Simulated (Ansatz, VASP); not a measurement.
# Ta2SiO3 in VASP and in Ansatz

```
Ta Si O
1.0
     5.18795    0.00000    0.00000
    -2.59397    4.49289    0.00000
     0.00000    0.00000    3.75669
Ta Si O
2 1 3
Direct
  0.33333 0.66667 0.50000
  0.66667 0.33333 0.50000
  0.00000 0.00000 0.00000
  0.58685 0.00000 0.00000
  0.00000 0.58685 0.00000
  0.41315 0.41315 0.00000
```

Alike in both runs: task single point; functional PBE; k mesh 6 × 6 × 4; occupations gaussian, width 0.1 eV; no spin polarisation.

|  | VASP | Ansatz |
| --- | --- | --- |
| version | VASP 6.6.1 | Ansatz 0.2.0 |
| potentials or method | VASP PAW PBE potentials, release 64 (Ta_pv, Si, O), cutoff 520 eV | scalar-relativistic, plane waves, PAW |
| valence electrons in the cell | 44 | 48 |

```csv
,VASP,Ansatz,Ansatz less VASP
gap on the k mesh at the Fermi level (eV),0.26,0.27,+0.003
least direct gap on the mesh (eV),0.45,0.45,-0.002
rms of the force components (eV/Å),0.125,0.124,-0.0011
```

Atom by atom the forces differ by 0.001 eV/Å (rms over components). VASP's potentials hold 44 valence electrons a cell and Ansatz's 48, so a difference there can come from the potentials and not from the codes.

Spin-orbit coupling is off throughout.
